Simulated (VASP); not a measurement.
# Co (P6_3/mmc) in VASP: density of states with PBEsol

Aim: the density of states of Co with PBEsol.

All numbers are computed with VASP 6.6.1; they aren't measurements. Logs are shortened: lines on timing, memory, paths and dates and some standing lists are left out, and cuts for length are marked.

### Step 1. The cell of the first run

It takes space group P6_3/mmc (No. 194, hexagonal). Conventional cell: a = 2.458 Å, b = 2.458 Å, c = 3.966 Å, α = 90.00°, β = 90.00°, γ = 120.00°. Within 3.2 Å of Co (site symmetry -6m2) lie 12 Co at 2.44 to 2.46 Å.

### Step 2. Density of states, PBEsol, collinear spin, ferromagnetic start

File POSCAR:

```
Co
1.0
    2.4575622994      0.0000000000      0.0000000000
   -1.2287811497      2.1283113827      0.0000000000
    0.0000000000      0.0000000000      3.9663595200
Co
2
Direct
    0.3333333333      0.6666666667      0.7500000000
    0.6666666667      0.3333333333      0.2500000000
```

File INCAR.step1:

```
PREC = Accurate
ENCUT = 520
EDIFF = 1E-7
ISMEAR = 0
SIGMA = 0.05
LREAL = False
LASPH = True
NELM = 150
ALGO = Normal
ISIF = 2
LWAVE = False
LCHARG = True
ISPIN = 2
MAGMOM = 1.81 1.81
LMAXMIX = 4
GGA = PS
NBANDS = 20
```

File KPOINTS.step1:

```
regular mesh
0
Gamma
  20 20 10
```

File INCAR.step2:

```
PREC = Accurate
ENCUT = 520
EDIFF = 1E-7
ISMEAR = -5
SIGMA = 0.05
LREAL = False
LASPH = True
NELM = 150
ALGO = Normal
ISIF = 2
LWAVE = False
LCHARG = False
ISPIN = 2
MAGMOM = 1.81 1.81
LORBIT = 10
LMAXMIX = 4
GGA = PS
NBANDS = 20
NEDOS = 2001
ICHARG = 11
```

File KPOINTS.step2:

```
regular mesh
0
Gamma
  30 30 15
```

Potentials or basis: VASP PAW PBE potentials, release 64 (Co).

Launch:

```console
cat potpaw_PBE.64/Co/POTCAR > POTCAR
cp INCAR.step1 INCAR
cp KPOINTS.step1 KPOINTS
mpirun -np 1 vasp_std > vasp.out
cp INCAR.step2 INCAR
cp KPOINTS.step2 KPOINTS
mpirun -np 1 vasp_std > vasp.out
```

OUTCAR:

```text
PREC = Accurate
   ENCUT = 520
   EDIFF = 1E-7
   ISMEAR = -5
   LREAL = False
   LASPH = True
   NELM = 150
   ISIF = 2
   ISPIN = 2
   LORBIT = 10
   GGA = PS
   ICHARG = 11

 ion  position               nearest neighbor table
   1  0.333  0.667  0.750-   2 2.44   2 2.44   2 2.44   2 2.44   2 2.44   2 2.44
   2  0.667  0.333  0.250-   1 2.44   1 2.44   1 2.44   1 2.44   1 2.44   1 2.44

  LATTYP: Found a hexagonal cell.
 ALAT       =     2.4575622994
 C/A-ratio  =     1.6139405788

  Lattice vectors:

 A1 = (   2.4575622994,   0.0000000000,   0.0000000000)
 A2 = (  -1.2287811497,   2.1283113827,   0.0000000000)
 A3 = (   0.0000000000,   0.0000000000,   3.9663595200)

Analysis of symmetry for initial positions (statically):
=====================================================================
 Subroutine PRICEL returns:
 Original cell was already a primitive cell.

 Routine SETGRP: Setting up the symmetry group for a
 hexagonal supercell.

 Subroutine GETGRP returns: Found 24 space group operations
 (whereof 12 operations were pure point group operations)
 out of a pool of 24 trial point group operations.

The static configuration has the point symmetry D_3d.
 The point group associated with its full space group is D_6h.

Analysis of symmetry for dynamics (positions and initial velocities):
=====================================================================
 Subroutine PRICEL returns:
 Original cell was already a primitive cell.

 Routine SETGRP: Setting up the symmetry group for a
 hexagonal supercell.

 Subroutine GETGRP returns: Found 24 space group operations
 (whereof 12 operations were pure point group operations)
 out of a pool of 24 trial point group operations.

The dynamic configuration has the point symmetry D_3d.
 The point group associated with its full space group is D_6h.

Analysis of structural, dynamic, and magnetic symmetry:
=====================================================================
 Subroutine PRICEL returns:
 Original cell was already a primitive cell.

 Routine SETGRP: Setting up the symmetry group for a
 hexagonal supercell.

 Subroutine GETGRP returns: Found 24 space group operations
 (whereof 12 operations were pure point group operations)
 out of a pool of 24 trial point group operations.

The overall configuration has the point symmetry D_3d.
 The point group associated with its full space group is D_6h.

 Subroutine INISYM returns: Found 24 space group operations
 (whereof 12 operations are pure point group operations),
 and found     1 'primitive' translations

----------------------------------------------------------------------------------------

                                     Primitive cell

  volume of cell :      20.7459

  direct lattice vectors                    reciprocal lattice vectors
     2.457562299  0.000000000  0.000000000     0.406907284  0.234928030  0.000000000
    -1.228781150  2.128311383  0.000000000     0.000000000  0.469856060  0.000000000
     0.000000000  0.000000000  3.966359520     0.000000000  0.000000000  0.252120363

  length of vectors
     2.457562299  2.457562299  3.966359520     0.469856060  0.469856060  0.252120363

  position of ions in fractional coordinates (direct lattice)
     0.333333333  0.666666667  0.750000000
     0.666666667  0.333333333  0.250000000

  ion indices of the primitive-cell ions
   primitive index   ion index
                 1           1
                 2           2

----------------------------------------------------------------------------------------

 KPOINTS: regular mesh

Automatic generation of k-mesh.
 Grid dimensions read from file:
 generate k-points for:   30   30   15

 Generating k-lattice:

  Cartesian coordinates                     Fractional coordinates (reciprocal lattice)
     0.013563576  0.007830934  0.000000000     0.033333333  0.000000000  0.000000000
     0.000000000  0.015661869  0.000000000     0.000000000  0.033333333  0.000000000
     0.000000000  0.000000000  0.016808024     0.000000000  0.000000000  0.066666667

  Length of vectors
     0.015661869  0.015661869  0.016808024

  Shift w.r.t. Gamma in fractional coordinates (k-lattice)
     0.000000000  0.000000000  0.000000000

 TETIRR: Found  13224 inequivalent tetrahedra from    81000

 Subroutine IBZKPT returns following result:
 ===========================================

 Found    728 irreducible k-points:

 Following reciprocal coordinates:
            Coordinates               Weight
  0.000000  0.000000  0.000000      1.000000
  0.033333 -0.000000  0.000000      6.000000
  0.066667 -0.000000  0.000000      6.000000
  0.100000 -0.000000  0.000000      6.000000
  0.133333  0.000000  0.000000      6.000000
  0.166667 -0.000000  0.000000      6.000000
[... 16 lines left out ...]
  0.233333  0.033333  0.000000     12.000000
  0.266667  0.033333  0.000000     12.000000
 [... further k-points ...]
   k-points           NKPTS =    728   k-points in BZ     NKDIM =    728   number of bands    NBANDS=     20
   number of dos      NEDOS =   2001   number of ions     NIONS =      2
   total plane-waves  NPLWV =   9720
   dimension x,y,z NGX =    18 NGY =   18 NGZ =   30
   dimension x,y,z NGXF=    36 NGYF=   36 NGZF=   60
   ions per type =               2
   NGX,Y,Z   is equivalent  to a cutoff of  12.18, 12.18, 12.57 a.u.
   NGXF,Y,Z  is equivalent  to a cutoff of  24.35, 24.35, 25.15 a.u.
 SYSTEM =  unknown system
   PREC   = accura    normal or accurate (medium, high low for compatibility)
   ISTART =      0    job   : 0-new  1-cont  2-samecut
   ICHARG =     11    charge: 1-file 2-atom 10-const
   ISPIN  =      2    spin polarized calculation?
   LNONCOLLINEAR =      F non collinear calculations
   LSORBIT =      F    spin-orbit coupling
   LASPH  =      T    aspherical Exc in radial PAW
   ENCUT  =  520.0 eV  38.22 Ry    6.18 a.u.   4.57  4.57  7.37*2*pi/ulx,y,z
   NELM   =    150;   NELMIN=  2; NELMDL=  0     # of ELM steps
   EDIFF  = 0.1E-06   stopping-criterion for ELM
   LREAL  =      F    real-space projection
   EDIFFG = 0.1E-05   stopping-criterion for IOM
   NSW    =      0    number of steps for IOM
   IBRION =     -1    ionic relax: 0-MD 1-quasi-New 2-CG
   NFREE  =      0    steps in history (QN), initial steepest desc. (CG)
   ISIF   =      2    stress and relaxation
   ISYM   =      2    0-nonsym 1-usesym 2-fastsym
   POTIM  = 0.5000    time-step for ionic-motion
   TEBEG  =    0.0;   TEEND  =   0.0 temperature during run
   PSTRESS=    0.0 pullay stress
   NELECT =      18.0000    total number of electrons
   NUPDOWN=      -1.0000    fix difference up-down
   EMIN   =  10.00;   EMAX   =-10.00  energy-range for DOS
   EFERMI =   0.00;   METHOD = LEGACY
   ISMEAR =    -5;   SIGMA  =   0.05  broadening in eV -4-tet -1-fermi 0-gaus
   EFERMI_NEDOS =   21; number of points for ismear=-14 and -15
   IALGO  =     38    algorithm
   IMIX   =      4    mixing-type and parameters
     AMIX     =   0.40;   BMIX     =  1.00
     AMIX_MAG =   1.60;   BMIX_MAG =  1.00
  volume/ion in A,a.u.               =      10.37        70.00
  Fermi-wavevector in a.u.,A,eV,Ry     =   1.561427  2.950670 33.171751  2.438055
  Thomas-Fermi vector in A             =   2.664494
   LORBIT       =     10    0 simple, 1 ext, 2 COOP (PROOUT), +10 PAW based schemes
   GGA     = PS    functional components
   LHFCALC =     F    Hartree Fock is set to
   AEXX    =    0.0000 exact exchange contribution
   IVDW    =     0    specifies the selected vdW correction
   LEPSILON=     F    determine dielectric tensor
   LRPA    =     F    only Hartree local field effects (RPA)
 spin polarized calculation
 Fermi weights with tetrahedron method with Bloechl corrections
  energy-cutoff  :      520.00
  volume of cell :       20.75
 maximum number of plane-waves:       578

 number of electron      17.9999974 magnetization       3.1477103

 Free energy of the ion-electron system (eV)
  ---------------------------------------------------
  ext. energy  EPLUGINS =         0.00000000
  ---------------------------------------------------
  free energy    TOTEN  =       -15.47308965 eV

  energy without entropy =      -15.47308965  energy(sigma->0) =      -15.47308965

 E-fermi :  10.7178     XC(G=0): -13.8463

 val. band max:       10.7540794957   @ k =   0.5000  -0.0000   0.4667
 cond. band min:      10.6851521744   @ k =   0.3333   0.0667   0.4000
 fundamental gap:     -0.0689273213
 Fermi energy:        10.7178283763

 spin component 1

 k-point     1 :       0.0000    0.0000    0.0000
  band No.  band energies     occupation
      1       1.4796      1.00000
      2       5.3602      1.00000
      3       8.0732      1.00000
      4       8.0903      1.00000
      5       8.0903      1.00000
      6       8.4317      1.00000
[... 12 lines left out ...]
     19      37.3016      0.00000
     20      37.3017      0.00000
[... 507 lines left out ...]
 k-point    24 :       0.2667    0.0333    0.0000
  band No.  band energies     occupation
      1       4.0663      1.00000
      2       6.2169      1.00000
      3       6.8238      1.00000
      4       7.3397      1.00000
      5       8.1219      1.00000
      6       8.1856      1.00000
[... 12 lines left out ...]
     19      35.1617      0.00000
     20      38.4182      0.00000

 [... further k-points ...]

 spin component 2

 k-point     1 :       0.0000    0.0000    0.0000
  band No.  band energies     occupation
      1       1.5469      1.00000
      2       6.3002      1.00000
      3       9.6580      1.00000
      4       9.6716      1.00000
      5       9.6716      1.00000
      6      10.0666      1.00000
[... 12 lines left out ...]
     19      37.6509      0.00000
     20      37.6509      0.00000
[... 507 lines left out ...]
 k-point    24 :       0.2667    0.0333    0.0000
  band No.  band energies     occupation
      1       4.2156      1.00000
      2       7.4039      1.00000
      3       7.9497      1.00000
      4       8.5948      1.00000
      5       9.6179      1.00000
      6       9.7843      1.00000
[... 12 lines left out ...]
     19      35.6358      0.00000
     20      38.7795      0.00000

 [... further k-points ...]
[... 5 lines left out ...]
  --------------------------------------------------------------------------------------
  -------------------------------------------------------------------------------------
  Total       -0.2385288     -0.2385288     -0.2672186      0.0000000     -0.0000000      0.0000000
  in kB      -18.4212732    -18.4212732    -20.6369459      0.0000000     -0.0000000      0.0000000
  external PRESSURE =     -19.1598308 kB  Pullay stress =       0.0000000 kB

 VOLUME and BASIS-vectors are now :
 -----------------------------------------------------------------------------
  energy-cutoff  :      520.00
  volume of cell :       20.75
      direct lattice vectors                 reciprocal lattice vectors
     2.457562299  0.000000000  0.000000000     0.406907284  0.234928030  0.000000000
    -1.228781150  2.128311383  0.000000000     0.000000000  0.469856060  0.000000000
     0.000000000  0.000000000  3.966359520     0.000000000  0.000000000  0.252120363

 POSITION                                       TOTAL-FORCE (eV/Angst)
 -----------------------------------------------------------------------------------
     -0.00000      1.41887      2.97477        -0.000000      0.000000      0.000000
      1.22878      0.70944      0.99159         0.000000     -0.000000      0.000000
 -----------------------------------------------------------------------------------
    total drift:                               -0.000000     -0.000000     -0.000000

  FREE ENERGIE OF THE ION-ELECTRON SYSTEM (eV)
  ---------------------------------------------------
  free  energy   TOTEN  =       -15.4730896491 eV

  energy  without entropy=      -15.4730896491  energy(sigma->0) =      -15.47308965

 total charge

# of ion       s       p       d       tot
------------------------------------------
    1        0.508   0.565   7.290   8.363
    2        0.508   0.565   7.290   8.363
--------------------------------------------------
tot          1.016   1.130  14.580  16.726

 magnetization (x)

# of ion       s       p       d       tot
------------------------------------------
    1       -0.015  -0.053   1.641   1.572
    2       -0.015  -0.053   1.641   1.572
--------------------------------------------------
tot         -0.031  -0.106   3.281   3.145
```

Wall time 9.9 min (1 thread of Oxide Virtual Turin-like, shared host); peak memory 0.53 GiB.

Results:

- Net moment: 3.15 μB per cell
- Site moments: Co +1.57 μB
- Valence electrons inside the program's atomic spheres: Co 8.36

Levels at points of the mesh, in eV from the Fermi level:
Spin up:
| k point | band 7 | band 8 | band 9 | band 10 | band 11 | band 12 | band 13 | band 14 | band 15 | band 16 |
| --- | --- | --- | --- | --- | --- | --- | --- | --- | --- | --- |
| (0.00, 0.00, 0.00) | -2.29 | -1.92 | -1.92 | -0.73 | -0.73 | -0.14 | 6.78 | 22.27 | 25.26 | 25.26 |
| (0.50, 0.00, 0.00) | -2.19 | -0.59 | -0.48 | -0.42 | 1.43 | 3.53 | 10.02 | 10.72 | 13.15 | 14.53 |
Spin down:
| k point | band 5 | band 6 | band 7 | band 8 | band 9 | band 10 |
| --- | --- | --- | --- | --- | --- | --- |
| (0.00, 0.00, 0.00) | -1.05 | -0.65 | -0.65 | -0.22 | -0.22 | -0.11 |
| (0.50, 0.00, 0.00) | -1.23 | -1.11 | -0.67 | 1.23 | 1.38 | 1.41 |

Caveat: the PAW data sets were made with another functional, which shifts forces and pressure a little; tetrahedron occupations give inexact forces and stress in metals.
